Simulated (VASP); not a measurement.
Here is a VASP 6.6.1 calculation.

File POSCAR:

```
Al2SbP
1.0
    4.1137897790      0.0000000000      0.0000000000
    0.0000000000      4.1137897790      0.0000000000
    0.0000000000      0.0000000000      5.8326217998
P Al Sb
1 2 1
Direct
    0.0000000000      0.0000000000      0.0000000000
    0.0000000000      0.5000000000      0.7775894586
    0.5000000000      0.0000000000      0.2224105414
    0.5000000000      0.5000000000      0.5000000000
```

File INCAR.step1:

```
SYSTEM = Al2SbP
PREC = Accurate
ENCUT = 520
EDIFF = 1E-5
ISMEAR = 0
SIGMA = 0.01
LREAL = .FALSE.
LASPH = .TRUE.
NELM = 80
ALGO = Normal
ISIF = 2
LWAVE = .TRUE.
LCHARG = .FALSE.
NBANDS = 16
GGA = PE
```

INCAR.step2

```
SYSTEM = Al2SbP
PREC = Accurate
ENCUT = 520
EDIFF = 1E-7
ISMEAR = 0
SIGMA = 0.01
LREAL = .FALSE.
LASPH = .TRUE.
NELM = 80
ALGO = Normal
ISIF = 2
LWAVE = .FALSE.
LCHARG = .FALSE.
GGA = PE
LHFCALC = .TRUE.
HFSCREEN = 0.2079
PRECFOCK = Normal
NBANDS = 16
ISTART = 1
```

File KPOINTS:

```
Automatic mesh
0
G
  4 4 2
  0 0 0
```

Potentials or basis: VASP PAW PBE potentials, release 64 (P, Al, Sb).

Run with:

```bash
$ cat potpaw_PBE.64/P/POTCAR potpaw_PBE.64/Al/POTCAR potpaw_PBE.64/Sb/POTCAR > POTCAR
$ cp INCAR.step1 INCAR
$ mpirun -np 1 vasp_std > vasp.out
$ cp INCAR.step2 INCAR
$ mpirun -np 1 vasp_std > vasp.out
```

(1) Predict the pressure.

(2) What does it give for the largest force?

(3) What does it give for the band gap on the k mesh?

Answers

(1) -0.5 GPa.

(2) 0.056 eV/Å.

(3) 1.29 eV.

Caveat: the k points lie up to 0.54 Å⁻¹ apart; the PAW data sets were made with another functional, which shifts forces and pressure a little; spin-orbit coupling is left out, which moves the levels of the heavy elements.
